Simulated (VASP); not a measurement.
# BaS (Fm-3m) in VASP: a series of runs

BaS is run at these levels: r2SCAN; tasks: single point.

All numbers are computed with VASP 6.6.1; they aren't measurements. Logs are shortened: lines on timing, memory, paths and dates and some standing lists are left out, and cuts for length are marked.

## (1) The cell of the first run

It takes space group Fm-3m (No. 225, cubic). The conventional cell has a = 6.424 Å, b = 6.424 Å, c = 6.424 Å, α = 90.00°, β = 90.00°, γ = 90.00°. Within 4.2 Å of Ba (site symmetry m-3m) lie 6 S at 3.21 Å. Within 4.2 Å of S (site symmetry m-3m) lie 6 Ba at 3.21 Å.

## (2) Single point, r2SCAN

The input, POSCAR:

```
BaS
1.0
    0.0000000000      3.2117958731      3.2117958731
    3.2117958731      0.0000000000      3.2117958731
    3.2117958731      3.2117958731      0.0000000000
Ba S
1 1
Direct
    0.0000000000      0.0000000000      0.0000000000
    0.5000000000      0.5000000000      0.5000000000
```

The input, INCAR.step1:

```
SYSTEM = BaS
  PREC = Accurate
  ENCUT = 550
  ISMEAR = 0
  SIGMA = 0.01
  LREAL = .False.
  LASPH = .True.
  NELM = 120
  NBANDS = 15
  GGA = PE
  ALGO = Normal
  EDIFF = 1E-5
  LWAVE = .True.
  LCHARG = .False.
  GGA_COMPAT = .False.
```

The input, INCAR.step2:

```
SYSTEM = BaS
  PREC = Accurate
  ENCUT = 550
  EDIFF = 1E-6
  ISMEAR = 0
  SIGMA = 0.01
  LREAL = .False.
  LASPH = .True.
  NELM = 120
  ALGO = Normal
  ISIF = 2
  LWAVE = .False.
  LCHARG = .False.
  METAGGA = R2SCAN
  LMIXTAU = .True.
  NBANDS = 15
  ISTART = 1
  GGA_COMPAT = .False.
```

The input, KPOINTS:

```
Automatic mesh
0
Gamma
  6 6 6
  0 0 0
```

Potentials or basis: VASP PAW PBE potentials, release 64 (Ba_sv, S).

The run is started by

```console
cat potpaw_PBE.64/Ba_sv/POTCAR potpaw_PBE.64/S/POTCAR > POTCAR
cp INCAR.step1 INCAR
mpirun -np 1 vasp_std > vasp.out
cp INCAR.step2 INCAR
mpirun -np 1 vasp_std > vasp.out
```

OUTCAR:

```text
SYSTEM = BaS
   PREC = Accurate
   ENCUT = 550
   EDIFF = 1E-6
   ISMEAR = 0
   LREAL = .False.
   LASPH = .True.
   NELM = 120
   ISIF = 2
   METAGGA = R2SCAN
   ISTART = 1

 ion  position               nearest neighbor table
   1  0.000  0.000  0.000-   2 3.21   2 3.21   2 3.21   2 3.21   2 3.21   2 3.21
   2  0.500  0.500  0.500-   1 3.21   1 3.21   1 3.21   1 3.21   1 3.21   1 3.21

  LATTYP: Found a face centered cubic cell.
 ALAT       =     6.4235917462

  Lattice vectors:

 A1 = (   0.0000000000,   3.2117958731,   3.2117958731)
 A2 = (   3.2117958731,   0.0000000000,   3.2117958731)
 A3 = (   3.2117958731,   3.2117958731,   0.0000000000)

Analysis of symmetry for initial positions (statically):
=====================================================================
 Subroutine PRICEL returns:
 Original cell was already a primitive cell.

 Routine SETGRP: Setting up the symmetry group for a
 face centered cubic supercell.

 Subroutine GETGRP returns: Found 48 space group operations
 (whereof 48 operations were pure point group operations)
 out of a pool of 48 trial point group operations.

The static configuration has the point symmetry O_h .

Analysis of symmetry for dynamics (positions and initial velocities):
=====================================================================
 Subroutine PRICEL returns:
 Original cell was already a primitive cell.

 Routine SETGRP: Setting up the symmetry group for a
 face centered cubic supercell.

 Subroutine GETGRP returns: Found 48 space group operations
 (whereof 48 operations were pure point group operations)
 out of a pool of 48 trial point group operations.

The dynamic configuration has the point symmetry O_h .

 Subroutine INISYM returns: Found 48 space group operations
 (whereof 48 operations are pure point group operations),
 and found     1 'primitive' translations

----------------------------------------------------------------------------------------

                                     Primitive cell

  volume of cell :      66.2634

  direct lattice vectors                    reciprocal lattice vectors
     0.000000000  3.211795873  3.211795873    -0.155676145  0.155676145  0.155676145
     3.211795873  0.000000000  3.211795873     0.155676145 -0.155676145  0.155676145
     3.211795873  3.211795873  0.000000000     0.155676145  0.155676145 -0.155676145

  length of vectors
     4.542165283  4.542165283  4.542165283     0.269638993  0.269638993  0.269638993

  position of ions in fractional coordinates (direct lattice)
     0.000000000  0.000000000  0.000000000
     0.500000000  0.500000000  0.500000000

  ion indices of the primitive-cell ions
   primitive index   ion index
                 1           1
                 2           2

----------------------------------------------------------------------------------------

 KPOINTS: Automatic mesh

Automatic generation of k-mesh.
 Grid dimensions read from file:
 generate k-points for:    6    6    6

 Generating k-lattice:

  Cartesian coordinates                     Fractional coordinates (reciprocal lattice)
    -0.025946024  0.025946024  0.025946024     0.166666667  0.000000000  0.000000000
     0.025946024 -0.025946024  0.025946024     0.000000000  0.166666667  0.000000000
     0.025946024  0.025946024 -0.025946024     0.000000000  0.000000000  0.166666667

  Length of vectors
     0.044939832  0.044939832  0.044939832

  Shift w.r.t. Gamma in fractional coordinates (k-lattice)
     0.000000000  0.000000000  0.000000000

 Subroutine IBZKPT returns following result:
 ===========================================

 Found     16 irreducible k-points:

 Following reciprocal coordinates:
            Coordinates               Weight
  0.000000  0.000000  0.000000      1.000000
  0.166667  0.000000  0.000000      8.000000
  0.333333  0.000000  0.000000      8.000000
  0.500000  0.000000  0.000000      4.000000
  0.166667  0.166667  0.000000      6.000000
  0.333333  0.166667  0.000000     24.000000
[... 8 lines left out ...]
 -0.333333  0.333333  0.166667     24.000000
 -0.333333  0.500000  0.166667     12.000000
   k-points           NKPTS =     16   k-points in BZ     NKDIM =     16   number of bands    NBANDS=     15
   number of dos      NEDOS =    301   number of ions     NIONS =      2
   total plane-waves  NPLWV =  46656
   dimension x,y,z NGX =    36 NGY =   36 NGZ =   36
   dimension x,y,z NGXF=    72 NGYF=   72 NGZF=   72
   ions per type =               1   1
   NGX,Y,Z   is equivalent  to a cutoff of  13.18, 13.18, 13.18 a.u.
   NGXF,Y,Z  is equivalent  to a cutoff of  26.35, 26.35, 26.35 a.u.
 SYSTEM =  BaS
   PREC   = accura    normal or accurate (medium, high low for compatibility)
   ISTART =      1    job   : 0-new  1-cont  2-samecut
   ICHARG =      0    charge: 1-file 2-atom 10-const
   ISPIN  =      1    spin polarized calculation?
   LNONCOLLINEAR =      F non collinear calculations
   LSORBIT =      F    spin-orbit coupling
   LASPH  =      T    aspherical Exc in radial PAW
   ENCUT  =  550.0 eV  40.42 Ry    6.36 a.u.   8.69  8.69  8.69*2*pi/ulx,y,z
   NELM   =    120;   NELMIN=  2; NELMDL=  0     # of ELM steps
   EDIFF  = 0.1E-05   stopping-criterion for ELM
   LREAL  =      F    real-space projection
[... 7 lines left out ...]
   TEBEG  =    0.0;   TEEND  =   0.0 temperature during run
   PSTRESS=    0.0 pullay stress
   NELECT =      16.0000    total number of electrons
   NUPDOWN=      -1.0000    fix difference up-down
   EMIN   =  10.00;   EMAX   =-10.00  energy-range for DOS
   EFERMI =   0.00;   METHOD = LEGACY
   ISMEAR =     0;   SIGMA  =   0.01  broadening in eV -4-tet -1-fermi 0-gaus
   EFERMI_NEDOS =   21; number of points for ismear=-14 and -15
   IALGO  =     38    algorithm
   IMIX   =      4    mixing-type and parameters
     AMIX     =   0.40;   BMIX     =  1.00
     AMIX_MAG =   1.60;   BMIX_MAG =  1.00
  volume/ion in A,a.u.               =      33.13       223.58
  Fermi-wavevector in a.u.,A,eV,Ry     =   1.019429  1.926441 14.139651  1.039235
  Thomas-Fermi vector in A             =   2.152942
   LORBIT       =      0    0 simple, 1 ext, 2 COOP (PROOUT), +10 PAW based schemes
   METAGGA = R2SCAN    functional components
   LHFCALC =     F    Hartree Fock is set to
   AEXX    =    0.0000 exact exchange contribution
   IVDW    =     0    specifies the selected vdW correction
   LEPSILON=     F    determine dielectric tensor
   LRPA    =     F    only Hartree local field effects (RPA)
 non-spin polarized calculation
 Gauss-broadening in eV      SIGMA  =   0.01
  energy-cutoff  :      550.00
  volume of cell :       66.26
 maximum number of plane-waves:      1964
   NGX = 17   NGY = 17   NGZ = 17

 number of electron      16.0000002 magnetization

 Free energy of the ion-electron system (eV)
  ---------------------------------------------------
  ext. energy  EPLUGINS =         0.00000000
  ---------------------------------------------------
  free energy    TOTEN  =       -39.20535406 eV

  energy without entropy =      -39.20535406  energy(sigma->0) =      -39.20535406

 E-fermi :   1.1948     XC(G=0):  -9.0050

 val. band max:        1.1326350980   @ k =   0.0000   0.0000   0.0000
 cond. band min:       3.6234560413   @ k =   0.5000   0.5000   0.0000
 fundamental gap:      2.4908209432
 Fermi energy:         1.1948415505

 k-point     1 :       0.0000    0.0000    0.0000
  band No.  band energies     occupation
      1     -25.7342      2.00000
      2     -10.3694      2.00000
      3     -10.3694      2.00000
      4     -10.3694      2.00000
      5      -9.6389      2.00000
      6       1.1326      2.00000
      7       1.1326      2.00000
      8       1.1326      2.00000
      9       5.2662      0.00000
     10       5.4368      0.00000
     11       5.4368      0.00000
     12       5.4368      0.00000
     13       6.4574      0.00000
     14       6.4574      0.00000
     15      10.2957      0.00000

 k-point     2 :       0.1667    0.0000    0.0000
  band No.  band energies     occupation
      1     -25.7235      2.00000
      2     -10.8320      2.00000
      3     -10.3780      2.00000
      4     -10.3780      2.00000
      5      -9.1507      2.00000
      6       0.5172      2.00000
      7       0.8076      2.00000
      8       0.8076      2.00000
      9       5.4738      0.00000
     10       5.8518      0.00000
     11       5.8518      0.00000
     12       6.2044      0.00000
     13       7.2296      0.00000
     14       7.2296      0.00000
     15      11.3720      0.00000

 k-point     3 :       0.3333    0.0000    0.0000
  band No.  band energies     occupation
      1     -25.7018      2.00000
      2     -11.3327      2.00000
      3     -10.3948      2.00000
      4     -10.3948      2.00000
      5      -8.5945      2.00000
      6      -0.3795      2.00000
      7       0.2954      2.00000
      8       0.2954      2.00000
      9       6.0108      0.00000
     10       6.9580      0.00000
     11       6.9580      0.00000
     12       7.6282      0.00000
     13       8.9984      0.00000
     14       8.9984      0.00000
     15      12.0817      0.00000
[... 199 lines left out ...]
 k-point    15 :      -0.3333    0.3333    0.1667
  band No.  band energies     occupation
      1     -25.6812      2.00000
      2     -11.1601      2.00000
      3     -10.6223      2.00000
      4     -10.5317      2.00000
      5      -8.8360      2.00000
      6      -0.1149      2.00000
      7       0.4431      2.00000
      8       0.5023      2.00000
      9       6.0038      0.00000
     10       6.1085      0.00000
     11       8.3072      0.00000
     12       8.6063      0.00000
     13       9.0976      0.00000
     14      10.9859      0.00000
     15      11.2874      0.00000

 k-point    16 :      -0.3333    0.5000    0.1667
  band No.  band energies     occupation
      1     -25.6781      2.00000
      2     -10.8444      2.00000
      3     -10.7600      2.00000
      4     -10.6217      2.00000
      5      -9.1130      2.00000
      6       0.2609      2.00000
      7       0.5918      2.00000
      8       0.7508      2.00000
      9       4.7208      0.00000
     10       7.1006      0.00000
     11       7.8817      0.00000
     12       8.6875      0.00000
     13       9.1056      0.00000
     14      10.1136      0.00000
     15      11.4708      0.00000

------------------------ aborting loop because EDIFF is reached ----------------------------------------

  FORCE on cell =-STRESS in cart. coord.  units (eV):
  Direction    XX          YY          ZZ          XY          YZ          ZX
  --------------------------------------------------------------------------------------
  -------------------------------------------------------------------------------------
  Total        0.2446428      0.2446428      0.2446428      0.0000000     -0.0000000      0.0000000
  in kB        5.9151964      5.9151964      5.9151964      0.0000000     -0.0000000      0.0000000
  external PRESSURE =       5.9151964 kB  Pullay stress =       0.0000000 kB

 VOLUME and BASIS-vectors are now :
 -----------------------------------------------------------------------------
  energy-cutoff  :      550.00
  volume of cell :       66.26
      direct lattice vectors                 reciprocal lattice vectors
     0.000000000  3.211795873  3.211795873    -0.155676145  0.155676145  0.155676145
     3.211795873  0.000000000  3.211795873     0.155676145 -0.155676145  0.155676145
     3.211795873  3.211795873  0.000000000     0.155676145  0.155676145 -0.155676145

 POSITION                                       TOTAL-FORCE (eV/Angst)
 -----------------------------------------------------------------------------------
      0.00000      0.00000      0.00000        -0.000000     -0.000000     -0.000000
      3.21180      3.21180      3.21180         0.000000      0.000000      0.000000
 -----------------------------------------------------------------------------------
    total drift:                                0.000000      0.000000      0.000000

  FREE ENERGIE OF THE ION-ELECTRON SYSTEM (eV)
  ---------------------------------------------------
  free  energy   TOTEN  =       -39.2053540637 eV

  energy  without entropy=      -39.2053540637  energy(sigma->0) =      -39.20535406
```

Run time: 1.8 min. Hardware: 1 thread of Intel Xeon 8259CL, shared host; peak memory 0.22 GiB.

Results:

```
Free energy            : -39.2054 eV
Pressure               : 0.6 GPa
Band gap on the k mesh : 2.49 eV (least direct gap 2.63 eV)
```

Caveat: the PAW data sets were made with another functional, which shifts forces and pressure a little; spin-orbit coupling is left out, which moves the levels of the heavy elements. A k mesh can miss the band edges.

## (3) Single point, r2SCAN (34.13 Å³/atom)

This run uses another cell than the first one, of 34.13 Å³/atom.

The input, POSCAR:

```
BaS
1.0
    0.0000000000      3.2435979005      3.2435979005
    3.2435979005      0.0000000000      3.2435979005
    3.2435979005      3.2435979005      0.0000000000
Ba S
1 1
Direct
    0.0000000000      0.0000000000      0.0000000000
    0.5000000000      0.5000000000      0.5000000000
```

The input, INCAR.step1:

```
SYSTEM = BaS
PREC = Accurate
ENCUT = 550
ISMEAR = 0
SIGMA = 0.01
LREAL = .False.
LASPH = .True.
NELM = 120
NBANDS = 15
GGA = PE
ALGO = Normal
EDIFF = 1E-5
LWAVE = .True.
LCHARG = .False.
GGA_COMPAT = .False.
```

The input, INCAR.step2:

```
SYSTEM = BaS
PREC = Accurate
ENCUT = 550
EDIFF = 1E-6
ISMEAR = 0
SIGMA = 0.01
LREAL = .False.
LASPH = .True.
NELM = 120
ALGO = Normal
ISIF = 2
LWAVE = .False.
LCHARG = .True.
METAGGA = R2SCAN
LMIXTAU = .True.
LELF = .True.
LVHAR = .True.
NBANDS = 15
ISTART = 1
GGA_COMPAT = .False.
```

The input, KPOINTS:

```
regular mesh
0
Gamma
  6 6 6
  0 0 0
```

Potentials or basis: VASP PAW PBE potentials, release 64 (Ba_sv, S).

The run is started by

```console
cat potpaw_PBE.64/Ba_sv/POTCAR potpaw_PBE.64/S/POTCAR > POTCAR
cp INCAR.step1 INCAR
mpirun -np 1 vasp_std > vasp.out
cp INCAR.step2 INCAR
mpirun -np 1 vasp_std > vasp.out
```

Run time: 2 min. Hardware: 1 thread of Intel Xeon 8259CL, shared host; peak memory 0.22 GiB.

Results (log left out):

```yaml
Free_energy: -39.2046 eV
Pressure: -0.7 GPa
Band_gap_on_the_k_mesh: 2.54 eV (least direct gap 2.69 eV)
```

Levels at points of the mesh, in eV from the valence-band top:
```csv
k point,band 6,band 7,band 8,band 9,band 10,band 11
"(0.00, 0.00, 0.00)",0.00,0.00,0.00,3.98,4.30,4.30
"(0.50, 0.00, 0.00)",-1.82,-1.00,-1.00,5.87,5.99,6.67
"(0.50, 0.50, 0.00)",-0.57,-0.16,-0.16,2.54,6.40,6.43
```

Caveat: the PAW data sets were made with another functional, which shifts forces and pressure a little; spin-orbit coupling is left out, which moves the levels of the heavy elements. A k mesh can miss the band edges.

## (4) Single point, r2SCAN (35.12 Å³/atom)

This run uses another cell than the first one, of 35.12 Å³/atom.

The input, POSCAR:

```
BaS
1.0
    0.0000000000      3.2747882553      3.2747882553
    3.2747882553      0.0000000000      3.2747882553
    3.2747882553      3.2747882553      0.0000000000
Ba S
1 1
Direct
    0.0000000000      0.0000000000      0.0000000000
    0.5000000000      0.5000000000      0.5000000000
```

The input, INCAR.step1:

```
PREC = Accurate ; ENCUT = 550
ISMEAR = 0 ; SIGMA = 0.01
LREAL = False ; LASPH = True
NELM = 120 ; NBANDS = 15
GGA = PE ; ALGO = Normal
EDIFF = 1E-5 ; LWAVE = True
LCHARG = False ; GGA_COMPAT = False
```

The input, INCAR.step2:

```
PREC = Accurate ; ENCUT = 550
EDIFF = 1E-6 ; ISMEAR = 0
SIGMA = 0.01 ; LREAL = False
LASPH = True ; NELM = 120
ALGO = Normal ; ISIF = 2
LWAVE = False ; LCHARG = True
METAGGA = R2SCAN ; LMIXTAU = True
LELF = True ; LVHAR = True
NBANDS = 15 ; ISTART = 1
GGA_COMPAT = False
```

The input, KPOINTS:

```
Automatic mesh
0
Gamma
  6 6 6
```

The run is started by

```console
cat potpaw_PBE.64/Ba_sv/POTCAR potpaw_PBE.64/S/POTCAR > POTCAR
cp INCAR.step1 INCAR
mpirun -np 1 vasp_std > vasp.out
cp INCAR.step2 INCAR
mpirun -np 1 vasp_std > vasp.out
```

Wall time 2 min (1 thread of Intel Xeon 8259CL, shared host); peak memory 0.22 GiB.

Results (log left out):

* Free energy: -39.1890 eV
* Pressure: -1.8 GPa
* Band gap on the k mesh: 2.57 eV (least direct gap 2.74 eV)

Levels at points of the mesh, in eV from the valence-band top:
```
           k point  band 6  band 7  band 8  band 9  band 10  band 11
(0.00, 0.00, 0.00)    0.00    0.00    0.00    3.84     4.28     4.28
(0.50, 0.00, 0.00)   -1.76   -0.94   -0.94    5.77     5.89     6.56
(0.50, 0.50, 0.00)   -0.60   -0.17   -0.17    2.57     6.26     6.32
```

Caveat: the PAW data sets were made with another functional, which shifts forces and pressure a little; spin-orbit coupling is left out, which moves the levels of the heavy elements. A k mesh can miss the band edges.

## (5) The runs side by side

```tsv
cell	gap on the mesh (eV)	pressure (GPa)
a = 4.542 Å, angles 60.0°, 2 atoms	2.49	0.6
a = 4.587 Å, angles 60.0°, 2 atoms	2.54	-0.7
a = 4.631 Å, angles 60.0°, 2 atoms	2.57	-1.8
```

Alike in all rows: task single point; level r2SCAN; potentials or basis VASP PAW PBE potentials, release 64 (Ba_sv, S); no spin polarisation; k mesh 6 × 6 × 6; cutoff (eV) 550; smearing gaussian 0.01 eV.

Caveats: the PAW data sets were made with another functional, which shifts forces and pressure a little; spin-orbit coupling is left out, which moves the levels of the heavy elements.

Total energies depend on the potentials used, so only differences within one code and one set of settings carry meaning.
